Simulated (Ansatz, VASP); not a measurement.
## One calculation of SrO, two programs

The input INCAR:

```
SYSTEM = SrO
ALGO = Normal ; EDIFF = 1E-6
ENCUT = 600 ; GGA = PE
GGA_COMPAT = .False. ; ISIF = 2
ISMEAR = 0 ; LASPH = .True.
LCHARG = .True. ; LELF = .True.
LREAL = .False. ; LVHAR = .True.
LWAVE = .False. ; NBANDS = 15
NELM = 120 ; PREC = Accurate
SIGMA = 0.46
```

File KPOINTS:

```
k-points
0
Gamma
  6 6 6
  0 0 0
```

The input POSCAR:

```
SrO
1.0
    0.0000000000      2.5837846888      2.5837846888
    2.5837846888      0.0000000000      2.5837846888
    2.5837846888      2.5837846888      0.0000000000
Sr O
1 1
Direct
    0.5000000000      0.5000000000      0.5000000000
    0.0000000000      0.0000000000      0.0000000000
```

Input for Ansatz:

```yaml
crystal:
  lattice:
    - [0.0, 2.5837846888, 2.5837846888]
    - [2.5837846888, 0.0, 2.5837846888]
    - [2.5837846888, 2.5837846888, 0.0]
  atoms:
    - { symbol: Sr, position: [0.5, 0.5, 0.5] }
    - { symbol: O, position: [0.0, 0.0, 0.0] }
basis:
  ecutwfc: 420
kpoints:
  mp_grid: { grid: [6, 6, 6] }
hamiltonian:
  xc: pbe
scf:
  occupations: { method: gaussian, width: 0.46 }
output:
  forces: true
  stress: true
  eigenvalues: true
```

Alike in both runs: task single point; functional PBE; k mesh 6 × 6 × 6; occupations gaussian, width 0.46 eV; no spin polarisation.

|  | VASP | Ansatz |
| --- | --- | --- |
| version | VASP 6.6.1 | Ansatz 0.2.0 |
| potentials or method | VASP PAW PBE potentials, release 64 (Sr_sv, O), cutoff 600 eV | scalar-relativistic, plane waves, PAW |
| valence electrons in the cell | 16 | 16 |

|  | VASP | Ansatz | Ansatz less VASP |
| --- | --- | --- | --- |
| gap on the k mesh at the Fermi level (eV) | 3.27 | 3.32 | +0.046 |
| least direct gap on the mesh (eV) | 3.37 | 3.41 | +0.036 |
| pressure (GPa) | 1.8 | 1.4 | -0.46 |

With one functional, cell and mesh, what is left measures potentials, basis and numerics.
